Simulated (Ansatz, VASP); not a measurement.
One calculation of CoH3, two programs

```
Co H
1.0
     0.00000    2.08235    2.08235
     2.08235    0.00000    2.08235
     2.08235    2.08235    0.00000
Co H
1 3
Direct
  0.00000 0.00000 0.00000
  0.25000 0.25000 0.25000
  0.75000 0.75000 0.75000
  0.50000 0.50000 0.50000
```

Change from the starting cell: species swapped into the Mn3Si type (Fm-3m, No. 225).

Alike in both runs: functional PBE; k mesh 20 × 20 × 20; occupations gaussian, width 0.1 eV; no spin polarisation.

Ansatz relaxed the structure, and its values are those at the end. VASP's run is a single point on that final structure, the one shown.

```csv
,VASP,Ansatz
version,VASP 6.6.1,Ansatz 0.2.0
potentials or method,"VASP PAW PBE potentials, release 64 (Co, H), cutoff 520 eV","scalar-relativistic, plane waves, PAW"
valence electrons in the cell,12,20
```

Ansatz gave:

* gap on the k mesh at the Fermi level (eV): none
* pressure (GPa): 0.0

Q: What did VASP give for the same quantities?

A: gap on the k mesh at the Fermi level (eV): none; pressure (GPa): -0.2.

A gap of «none» marks a metal or a gap that the smearing closes. VASP's potentials hold 12 valence electrons a cell and Ansatz's 20, so a difference there can come from the potentials and not from the codes.
